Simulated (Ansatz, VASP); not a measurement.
## Cu: VASP beside Ansatz

```
CELL_PARAMETERS angstrom
2.85000 0.00000 0.00000
0.00000 2.85000 0.00000
0.00000 0.00000 2.85000
ATOMIC_POSITIONS crystal
Cu 0.00000 0.00000 0.00000
Cu 0.46000 0.46000 0.46000
```

Alike in both runs: task single point; functional PBE; k mesh 4 × 4 × 4; occupations fermi-dirac, width 0.15 eV; no spin polarisation.

|  | VASP | Ansatz |
| --- | --- | --- |
| version | VASP 6.6.1 | Ansatz 0.2 development build |
| potentials or method | VASP PAW PBE potentials, release 64 (Cu), cutoff 600 eV | all-electron full-potential LAPW, scalar-relativistic |

VASP gave:

* pressure (GPa): 8.1
* traceless stress, the component that is largest in VASP (GPa): 2.19
* rms of the force components (eV/Å): 0.931

Question: Which values does Ansatz return?

Answer: Pressure (GPa): 7.4; traceless stress, the component that is largest in VASP (GPa): 2.21; rms of the force components (eV/Å): 0.935.

Atom by atom the forces differ by 0.003 eV/Å (rms over components). Ansatz ran all-electron here, and VASP with PAW potentials.

The k mesh is coarse, so the values compare programs but aren't converged.
